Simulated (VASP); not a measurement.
Set up this calculation in VASP 6.6.1, as the native input.

```
Task                   : single point
Functional             : PBEsol
Potentials or basis    : VASP PAW PBE potentials, release 64 (Ti_sv, B)
Cutoff                 : 520 eV
k mesh                 : 20 × 20 × 20
Occupations            : gaussian, width 0.15 eV
Spin                   : no spin polarisation
Dipole correction      : no
Further INCAR settings : ALGO = Normal; EDIFF = 1e-06; NBANDS = 14
```

The structure of TiB lies in POSCAR:

```
TiB
1.0
    0.0000000000      2.1010000000      2.0064550000
    2.1010000000      0.0000000000      2.0064550000
    2.1010000000      2.1010000000      0.0000000000
Ti B
1 1
Direct
    0.7500000000      0.7500000000      0.7500000000
    0.0000000000      0.0000000000      0.0000000000
```

This cell differs from its parent crystal: strain -0.0450 x Voigt [0, 0, 1, 0, 0, 0].

One way to write it, as run:

INCAR

```
PREC     = Accurate       # precision mode
ENCUT    = 520            # plane-wave cutoff, eV
EDIFF    = 1E-6           # SCF threshold, eV
ISMEAR   = 0              # smearing method
SIGMA    = 0.15           # smearing width, eV
LREAL    = F              # projectors in reciprocal space
LASPH    = T              # aspherical terms in the spheres
NELM     = 80             # most SCF steps
ALGO     = Normal         # electronic algorithm
ISIF     = 2              # what is computed and relaxed
LWAVE    = F              # write WAVECAR
LCHARG   = T              # write CHGCAR
GGA      = PS             # functional
LELF     = T              # ELF
LVHAR    = T            
NBANDS   = 14             # bands
```

KPOINTS

```
regular mesh
0
Gamma
  20 20 20
```

Potentials or basis: VASP PAW PBE potentials, release 64 (Ti_sv, B).

The run is started by

```console
$ cat potpaw_PBE.64/Ti_sv/POTCAR potpaw_PBE.64/B/POTCAR > POTCAR
$ mpirun -np 1 vasp_std > vasp.out
```

It gave:

* Pressure: 132.6 GPa

Caveat: the cell differs from its parent crystal (strain -0.0450 x Voigt [0, 0, 1, 0, 0, 0]); the PAW data sets were made with another functional, which shifts forces and pressure a little.

It took 69 s on 1 thread of Intel Xeon 6975P-C (shared host), peak memory 0.29 GiB.
